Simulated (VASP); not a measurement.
# CuSi16 (a cell with a defect) in VASP: further runs

The runs below take CuSi16 (a cell with a defect) through single point, with PBE+D3(BJ).

All numbers are computed with VASP 6.6.1; they aren't measurements. Logs are shortened: lines on timing, memory, paths and dates and some standing lists are left out, and cuts for length are marked.

### Step 1. The cell of the first run

The cell holds a defect, 17 atoms: a = 7.679 Å, b = 7.679 Å, c = 7.679 Å, α = 60.00°, β = 60.00°, γ = 60.00°.

### Step 2. Single point, PBE+D3(BJ)

Input file INCAR:

```
SYSTEM = CuSi16
  PREC = Accurate
  ENCUT = 520
  EDIFF = 1E-7
  ISMEAR = 0
  SIGMA = 0.05
  LREAL = Auto
  LASPH = .True.
  NELM = 60
  ALGO = Normal
  ISIF = 2
  LWAVE = .False.
  LCHARG = .False.
  GGA = PE
  IVDW = 12
  NBANDS = 52
  NELECT = 74.0
```

Input file KPOINTS:

```
Automatic mesh
0
Gamma
  2 2 2
  0 0 0
```

Input file POSCAR:

```
CuSi16
1.0
    0.0000000000      5.4300000000      5.4300000000
    5.4300000000      0.0000000000      5.4300000000
    5.4300000000      5.4300000000      0.0000000000
Si Cu
16 1
Direct
    0.0071058932     -0.0265073665      0.0117821363
    0.1332616022      0.1176448435      0.1253437385
    0.0021971455      0.0025446593      0.4973927256
    0.1247912523      0.1122691529      0.6375953039
    0.0023949355      0.5073787293      0.0070763352
    0.1140061694      0.6023500000      0.1683864641
   -0.0149281768      0.4889202578      0.5402165746
    0.1263704420      0.6282943831      0.6332496317
    0.5044640884      0.0109900552     -0.0200373849
    0.6228711786      0.1178205341      0.1257286372
    0.4972697053      0.0025046961      0.4975796501
    0.6294825967      0.1315315838      0.6089037753
    0.4820156538      0.5076662983      0.0071423573
    0.6191709945      0.6371772560      0.1234442910
    0.4990624309      0.5055383057      0.4958598527
    0.6113257827      0.6283836096      0.6333360958
    0.8459848066      0.3391002762     -0.0321949355
```

Potentials or basis: VASP PAW PBE potentials, release 64 (Si, Cu).

On the command line:

```sh
$ cat potpaw_PBE.64/Si/POTCAR potpaw_PBE.64/Cu/POTCAR > POTCAR
$ mpirun -np 1 vasp_std > vasp.out
```

OUTCAR:

```text
SYSTEM = CuSi16
   PREC = Accurate
   ENCUT = 520
   EDIFF = 1E-7
   ISMEAR = 0
   LREAL = Auto
   LASPH = .True.
   NELM = 60
   ISIF = 2
   GGA = PE
   IVDW = 12
   NELECT = 74.0
 IVDW          = 12

 ion  position               nearest neighbor table
   1  0.007  0.973  0.012-   6 2.34   4 2.35  17 2.35   2 2.41  10 2.41
   2  0.133  0.118  0.125-   9 2.33   3 2.33   1 2.41   5 2.45  17 2.47
   3  0.002  0.003  0.497-   2 2.33  12 2.34   4 2.34   8 2.35
   4  0.125  0.112  0.638-  11 2.34   3 2.34   1 2.35   7 2.37
   5  0.002  0.507  0.007-   6 2.32   8 2.34  17 2.35  14 2.40   2 2.45
   6  0.114  0.602  0.168-   5 2.32  13 2.32   7 2.33   1 2.34
   7  0.985  0.489  0.540-   6 2.33   8 2.35  16 2.35   4 2.37  17 2.68
   8  0.126  0.628  0.633-  15 2.34   5 2.34   3 2.35   7 2.35
   9  0.504  0.011  0.980-  12 2.33  10 2.33   2 2.33  14 2.35
  10  0.623  0.118  0.126-   9 2.33  11 2.33   1 2.41  13 2.45  17 2.46
  11  0.497  0.003  0.498-  10 2.33  12 2.34   4 2.34  16 2.35
  12  0.629  0.132  0.609-   9 2.33  11 2.34   3 2.34  15 2.35
  13  0.482  0.508  0.007-   6 2.32  16 2.34  17 2.35  14 2.40  10 2.45
  14  0.619  0.637  0.123-  15 2.34   9 2.35  13 2.40   5 2.40  17 2.52
  15  0.499  0.506  0.496-  14 2.34  16 2.34   8 2.34  12 2.35
  16  0.611  0.628  0.633-  15 2.34  13 2.34  11 2.35   7 2.35
  17  0.846  0.339  0.968-   5 2.35  13 2.35   1 2.35  10 2.46   2 2.47  14 2.52   7 2.68

  LATTYP: Found a face centered cubic cell.
 ALAT       =    10.8600000000

  Lattice vectors:

 A1 = (   0.0000000000,   5.4300000000,   5.4300000000)
 A2 = (   5.4300000000,   0.0000000000,   5.4300000000)
 A3 = (   5.4300000000,   5.4300000000,   0.0000000000)

Analysis of symmetry for initial positions (statically):
=====================================================================
 Subroutine PRICEL returns:
 Original cell was already a primitive cell.

 Routine SETGRP: Setting up the symmetry group for a
 face centered cubic supercell.

 Subroutine GETGRP returns: Found  1 space group operations
 (whereof  1 operations were pure point group operations)
 out of a pool of 48 trial point group operations.

The static configuration has the point symmetry C_1 .

Analysis of symmetry for dynamics (positions and initial velocities):
=====================================================================
 Subroutine PRICEL returns:
 Original cell was already a primitive cell.

 Routine SETGRP: Setting up the symmetry group for a
 face centered cubic supercell.

 Subroutine GETGRP returns: Found  1 space group operations
 (whereof  1 operations were pure point group operations)
 out of a pool of 48 trial point group operations.

The dynamic configuration has the point symmetry C_1 .

 Subroutine INISYM returns: Found  1 space group operations
 (whereof  1 operations are pure point group operations),
 and found     1 'primitive' translations

----------------------------------------------------------------------------------------

                                     Primitive cell

  volume of cell :     320.2060

  direct lattice vectors                    reciprocal lattice vectors
     0.000000000  5.430000000  5.430000000    -0.092081031  0.092081031  0.092081031
     5.430000000  0.000000000  5.430000000     0.092081031 -0.092081031  0.092081031
     5.430000000  5.430000000  0.000000000     0.092081031  0.092081031 -0.092081031

  length of vectors
     7.679179644  7.679179644  7.679179644     0.159489025  0.159489025  0.159489025

  position of ions in fractional coordinates (direct lattice)
     0.007105893  0.973492634  0.011782136
     0.133261602  0.117644844  0.125343738
     0.002197145  0.002544659  0.497392726
     0.124791252  0.112269153  0.637595304
     0.002394935  0.507378729  0.007076335
     0.114006169  0.602350000  0.168386464
[... 9 lines left out ...]
     0.611325783  0.628383610  0.633336096
     0.845984807  0.339100276  0.967805064

  ion indices of the primitive-cell ions
   primitive index   ion index
                 1           1
[... 60 lines left out ...]
     48       9.8336      0.00000
     49       9.9600      0.00000

 k-point     3 :       0.0000    0.5000    0.0000
  band No.  band energies     occupation
      1      -5.1906      2.00000
      2      -4.9790      2.00000
      3      -3.3108      2.00000
      4      -3.2230      2.00000
      5      -3.1442      2.00000
      6      -3.0352      2.00000
[... 41 lines left out ...]
     48       9.8208      0.00000
     49       9.9122      0.00000

 k-point     4 :       0.0000    0.0000    0.5000
  band No.  band energies     occupation
      1      -5.2592      2.00000
      2      -4.8969      2.00000
      3      -3.2382      2.00000
      4      -3.2245      2.00000
      5      -3.2012      2.00000
      6      -3.0702      2.00000
[... 41 lines left out ...]
     48       9.8162      0.00000
     49       9.8444      0.00000

 k-point     5 :       0.5000    0.5000    0.5000
  band No.  band energies     occupation
      1      -5.1968      2.00000
      2      -4.9655      2.00000
      3      -3.3066      2.00000
      4      -3.2495      2.00000
      5      -3.1484      2.00000
      6      -3.0387      2.00000
[... 41 lines left out ...]
     48       9.8356      0.00000
     49       9.9619      0.00000

 k-point     6 :       0.5000    0.5000    0.0000
  band No.  band energies     occupation
      1      -4.9337      2.00000
      2      -4.7138      2.00000
      3      -3.8841      2.00000
      4      -3.7738      2.00000
      5      -3.7450      2.00000
      6      -3.7372      2.00000
[... 41 lines left out ...]
     48      10.4661      0.00000
     49      10.4822      0.00000

 k-point     7 :       0.0000    0.5000    0.5000
  band No.  band energies     occupation
      1      -4.9284      2.00000
      2      -4.7210      2.00000
      3      -3.8839      2.00000
      4      -3.7622      2.00000
      5      -3.7601      2.00000
      6      -3.7305      2.00000
[... 41 lines left out ...]
     48      10.4718      0.00000
     49      10.4830      0.00000

 k-point     8 :       0.5000    0.0000    0.5000
  band No.  band energies     occupation
      1      -4.9336      2.00000
      2      -4.7141      2.00000
      3      -3.8836      2.00000
      4      -3.7737      2.00000
      5      -3.7455      2.00000
      6      -3.7371      2.00000
[... 41 lines left out ...]
     48      10.4676      0.00000
     49      10.4817      0.00000
 [bands above 49 left out]

------------------------ aborting loop because EDIFF is reached ----------------------------------------

 Edisp (eV)   -5.67138

 E8    (eV) :    -2.3524

  FORCE on cell =-STRESS in cart. coord.  units (eV):
  Direction    XX          YY          ZZ          XY          YZ          ZX
  --------------------------------------------------------------------------------------
  -------------------------------------------------------------------------------------
  Total      -7.81297    -7.24366    -7.20124     0.13719     0.69699    -0.09156
  in kB     -39.09284   -36.24427   -36.03201     0.68644     3.48743    -0.45814
  external pressure =      -37.12 kB  Pullay stress =        0.00 kB

 VOLUME and BASIS-vectors are now :
 -----------------------------------------------------------------------------
  energy-cutoff  :      520.00
  volume of cell :      320.21
      direct lattice vectors                 reciprocal lattice vectors
     0.000000000  5.430000000  5.430000000    -0.092081031  0.092081031  0.092081031
     5.430000000  0.000000000  5.430000000     0.092081031 -0.092081031  0.092081031
     5.430000000  5.430000000  0.000000000     0.092081031  0.092081031 -0.092081031

 POSITION                                       TOTAL-FORCE (eV/Angst)
 -----------------------------------------------------------------------------------
      5.35004      0.10256      5.32465         0.001021      0.004484     -0.007144
      1.31943      1.40423      1.36242         0.005764      0.001243      0.000829
      2.71466      2.71277      0.02575         0.001986      0.001915     -0.005294
      4.07176      4.13976      1.28724        -0.001717     -0.006738     -0.002525
      2.79349      0.05143      2.76807         0.005189      0.006136      0.003265
      4.18510      1.53339      3.88981        -0.005753     -0.000861      0.002468
[... 9 lines left out ...]
      6.85114      6.75851      6.73162        -0.008518      0.003143      0.003256
      7.09650      9.84888      6.43501        -0.008099     -0.005139      0.008619
 -----------------------------------------------------------------------------------
    total drift:                               -0.005440     -0.004663      0.002907

  FREE ENERGIE OF THE ION-ELECTRON SYSTEM (eV)
  ---------------------------------------------------
  free  energy   TOTEN  =       -99.8937047804 eV

  energy  without entropy=      -99.8925846704  energy(sigma->0) =      -99.89314473
```

Run time: 6.5 min. Hardware: 1 thread of AMD EPYC 7R43 (Zen 3), shared host; peak memory 0.44 GiB.

Results:

| Quantity | Value |
| --- | --- |
| Free energy | -99.8937 eV |
| Largest force | 0.014 eV/Å |
| Dispersion energy per atom | -0.334 eV |

Forces in eV/Å, atoms in the order of the input:
```
Si   0.001  0.004 -0.007
Si   0.006  0.001  0.001
Si   0.002  0.002 -0.005
Si  -0.002 -0.007 -0.003
Si   0.005  0.006  0.003
Si  -0.006 -0.001  0.002
Si  -0.004 -0.004  0.010
Si  -0.003 -0.006  0.000
Si   0.001 -0.001 -0.009
Si  -0.004 -0.005  0.010
Si   0.009  0.006 -0.005
Si  -0.003  0.003  0.008
Si   0.007 -0.002 -0.012
Si  -0.005  0.005  0.001
Si   0.011  0.000 -0.007
Si  -0.009  0.003  0.003
Cu  -0.008 -0.005  0.009
```

Levels at points of the mesh, in eV from the Fermi level:
| k point | band 33 | band 34 | band 35 | band 36 | band 37 | band 38 | band 39 | band 40 | band 41 | band 42 |
| --- | --- | --- | --- | --- | --- | --- | --- | --- | --- | --- |
| (0.00, 0.00, 0.00) | -1.08 | -1.03 | -0.63 | -0.20 | -0.07 | 0.07 | 0.38 | 0.58 | 0.61 | 0.69 |
| (0.50, 0.00, 0.00) | -2.02 | -0.95 | -0.91 | -0.85 | -0.75 | 0.55 | 1.12 | 1.24 | 1.31 | 1.44 |
| (0.00, 0.50, 0.00) | -2.04 | -0.95 | -0.89 | -0.89 | -0.80 | 0.50 | 1.14 | 1.23 | 1.31 | 1.42 |
| (0.00, 0.00, 0.50) | -2.16 | -0.91 | -0.89 | -0.65 | -0.52 | 0.52 | 1.00 | 1.34 | 1.37 | 1.57 |
| (0.50, 0.50, 0.50) | -2.02 | -0.95 | -0.91 | -0.85 | -0.75 | 0.55 | 1.12 | 1.24 | 1.31 | 1.44 |
| (0.50, 0.50, 0.00) | -1.83 | -1.54 | -1.47 | -1.44 | -1.09 | 0.65 | 0.98 | 1.93 | 2.06 | 2.17 |
| (0.00, 0.50, 0.50) | -1.86 | -1.51 | -1.51 | -1.42 | -1.13 | 0.67 | 0.97 | 1.94 | 2.05 | 2.17 |
| (0.50, 0.00, 0.50) | -1.83 | -1.54 | -1.47 | -1.44 | -1.10 | 0.65 | 0.98 | 1.93 | 2.06 | 2.17 |

Caveat: the k points lie up to 0.50 Å⁻¹ apart; the cell carries a net charge on a neutralising background, which shifts energy and pressure; the cell is charged against a uniform background, so pressure and absolute levels hang on convention.

### Step 3. Single point, PBE+D3(BJ)

Input file INCAR:

```
PREC = Accurate
ENCUT = 520
EDIFF = 1E-6
ISMEAR = 0
SIGMA = 0.05
LREAL = Auto
LASPH = True
NELM = 80
ALGO = Normal
ISIF = 2
LWAVE = False
LCHARG = False
GGA = PE
IVDW = 12
NELECT = 74.0
NBANDS = 52
```

Input file KPOINTS:

```
regular mesh
0
Gamma
  2 2 2
```

Input file POSCAR:

```
CuSi16
1.0
    0.0000000000      5.4300000000      5.4300000000
    5.4300000000      0.0000000000      5.4300000000
    5.4300000000      5.4300000000      0.0000000000
Si Cu
16 1
Direct
   -0.0048549724     -0.0117251381      0.0083494475
    0.1299304788      0.1188638122      0.1287581031
    0.0040762431     -0.0032556169      0.5020316759
    0.1210550645      0.1189248619      0.6359860037
   -0.0065978821      0.5078905157      0.0079371087
    0.1149062615      0.6150469613      0.1510508287
   -0.0081533149      0.4928498158      0.5221593923
    0.1215834254      0.6227583794      0.6357655617
    0.4970569982      0.0201393186     -0.0331288214
    0.6122934622      0.1167089319      0.1242765193
    0.4933113260     -0.0028249540      0.4980391344
    0.6312372928      0.1362442910      0.5953606814
    0.4854609576      0.5063740331      0.0031764273
    0.6102925414      0.6492542357      0.1221953039
    0.4937987109      0.5118780847      0.4961646409
    0.6195511050      0.6235691529      0.6314409761
    0.7701218232      0.2870236648      0.1572743094
```

Potentials or basis: VASP PAW PBE potentials, release 64 (Si, Cu).

On the command line:

```sh
$ cat potpaw_PBE.64/Si/POTCAR potpaw_PBE.64/Cu/POTCAR > POTCAR
$ mpirun -np 1 vasp_std > vasp.out
```

Wall time 6.5 min (1 thread of AMD EPYC 7R43 (Zen 3), shared host); peak memory 0.44 GiB.

It converged, with:

```
Free energy                : -99.8882 eV
Largest force              : 0.067 eV/Å
Dispersion energy per atom : -0.334 eV
```

Forces on the atoms (eV/Å):
```
Si  -0.001  0.006  0.018
Si  -0.026 -0.004  0.017
Si  -0.016 -0.005  0.014
Si   0.013 -0.004 -0.019
Si  -0.013 -0.002 -0.004
Si   0.006  0.019 -0.005
Si   0.014 -0.005 -0.013
Si   0.014 -0.003 -0.015
Si  -0.012  0.028  0.028
Si  -0.025 -0.008 -0.011
Si  -0.001 -0.020  0.004
Si  -0.027 -0.018  0.016
Si   0.016 -0.020 -0.006
Si   0.013 -0.015  0.022
Si  -0.009 -0.022  0.000
Si   0.024  0.014 -0.031
Cu   0.029  0.058 -0.016
```

Levels at points of the mesh, in eV from the Fermi level:
```csv
k point,band 33,band 34,band 35,band 36,band 37,band 38,band 39,band 40,band 41,band 42
"(0.00, 0.00, 0.00)",-1.11,-1.06,-0.62,-0.21,-0.06,0.06,0.33,0.57,0.59,0.68
"(0.50, 0.00, 0.00)",-2.03,-0.97,-0.92,-0.87,-0.75,0.57,1.08,1.22,1.29,1.44
"(0.00, 0.50, 0.00)",-2.05,-0.96,-0.92,-0.90,-0.80,0.52,1.12,1.21,1.30,1.41
"(0.00, 0.00, 0.50)",-2.19,-0.93,-0.91,-0.64,-0.51,0.51,1.01,1.35,1.39,1.54
"(0.50, 0.50, 0.50)",-2.04,-0.96,-0.92,-0.88,-0.78,0.54,1.11,1.22,1.30,1.42
"(0.50, 0.50, 0.00)",-1.86,-1.54,-1.51,-1.44,-1.14,0.66,0.95,1.94,2.05,2.16
"(0.00, 0.50, 0.50)",-1.87,-1.53,-1.52,-1.44,-1.15,0.66,0.95,1.94,2.05,2.16
"(0.50, 0.00, 0.50)",-1.84,-1.55,-1.49,-1.45,-1.11,0.64,0.96,1.93,2.06,2.16
```

Caveat: the k points lie up to 0.50 Å⁻¹ apart; the cell carries a net charge on a neutralising background, which shifts energy and pressure; the cell is charged against a uniform background, so pressure and absolute levels hang on convention.

### Step 4. Single point, PBE+D3(BJ)

Input file INCAR:

```
PREC = Accurate
ENCUT = 520
EDIFF = 1E-6
ISMEAR = 0
SIGMA = 0.05
LREAL = Auto
LASPH = T
NELM = 60
ALGO = Normal
ISIF = 2
LWAVE = F
LCHARG = T
GGA = PE
IVDW = 12
LELF = T
LVHAR = T
NBANDS = 52
NELECT = 74.0
```

KPOINTS is that of step 3.

Input file POSCAR:

```
CuSi16
1.0
    0.0000000000      5.4300000000      5.4300000000
    5.4300000000      0.0000000000      5.4300000000
    5.4300000000      5.4300000000      0.0000000000
Si Cu
16 1
Direct
    0.0071058416     -0.0265073979      0.0117822232
    0.1332614955      0.1176448802      0.1253437594
    0.0021971443      0.0025446122      0.4973927308
    0.1247912574      0.1122692142      0.6375952184
    0.0023949555      0.5073787317      0.0070762981
    0.1140061350      0.6023499784      0.1683865194
   -0.0149282431      0.4889203460      0.5402165506
    0.1263704637      0.6282944167      0.6332495291
    0.5044641084      0.0109900953     -0.0200374129
    0.6228712029      0.1178205506      0.1257285699
    0.4972697327      0.0025046349      0.4975796292
    0.6294825984      0.1315316012      0.6089036962
    0.4820156326      0.5076662566      0.0071424090
    0.6191710288      0.6371773041      0.1234442699
    0.4990624433      0.5055383742      0.4958597594
    0.6113258670      0.6283835910      0.6333360676
    0.8459848359      0.3391003107     -0.0321949173
```

On the command line:

```sh
$ cat potpaw_PBE.64/Si/POTCAR potpaw_PBE.64/Cu/POTCAR > POTCAR
$ mpirun -np 1 vasp_std > vasp.out
```

Wall time 3.5 min (1 thread of Intel Xeon 6975P-C (Granite Rapids), shared host); peak memory 0.48 GiB.

Results (log left out):

- Free energy: -99.8937 eV
- Largest force: 0.014 eV/Å
- Dispersion energy per atom: -0.334 eV

Forces on the atoms (eV/Å):
```
Si   0.001  0.004 -0.007
Si   0.006  0.001  0.001
Si   0.002  0.002 -0.005
Si  -0.002 -0.007 -0.003
Si   0.005  0.006  0.003
Si  -0.006 -0.001  0.002
Si  -0.004 -0.004  0.010
Si  -0.003 -0.006  0.000
Si   0.001 -0.001 -0.009
Si  -0.004 -0.005  0.010
Si   0.009  0.006 -0.005
Si  -0.003  0.003  0.008
Si   0.007 -0.002 -0.012
Si  -0.004  0.005  0.001
Si   0.011  0.000 -0.007
Si  -0.009  0.003  0.003
Cu  -0.008 -0.005  0.009
```

Levels at points of the mesh, in eV from the Fermi level:
```csv
k point,band 35,band 36,band 37,band 38,band 39,band 40
"(0.00, 0.00, 0.00)",-0.63,-0.20,-0.07,0.07,0.38,0.58
"(0.50, 0.00, 0.00)",-0.91,-0.85,-0.75,0.55,1.12,1.24
"(0.00, 0.50, 0.00)",-0.89,-0.89,-0.80,0.50,1.14,1.23
"(0.00, 0.00, 0.50)",-0.89,-0.65,-0.52,0.52,1.00,1.34
"(0.50, 0.50, 0.50)",-0.91,-0.85,-0.75,0.55,1.12,1.24
"(0.50, 0.50, 0.00)",-1.47,-1.44,-1.09,0.65,0.98,1.93
"(0.00, 0.50, 0.50)",-1.51,-1.42,-1.13,0.67,0.97,1.94
"(0.50, 0.00, 0.50)",-1.47,-1.44,-1.10,0.65,0.98,1.93
```

Caveat: the k points lie up to 0.50 Å⁻¹ apart; the cell carries a net charge on a neutralising background, which shifts energy and pressure; the cell is charged against a uniform background, so pressure and absolute levels hang on convention.
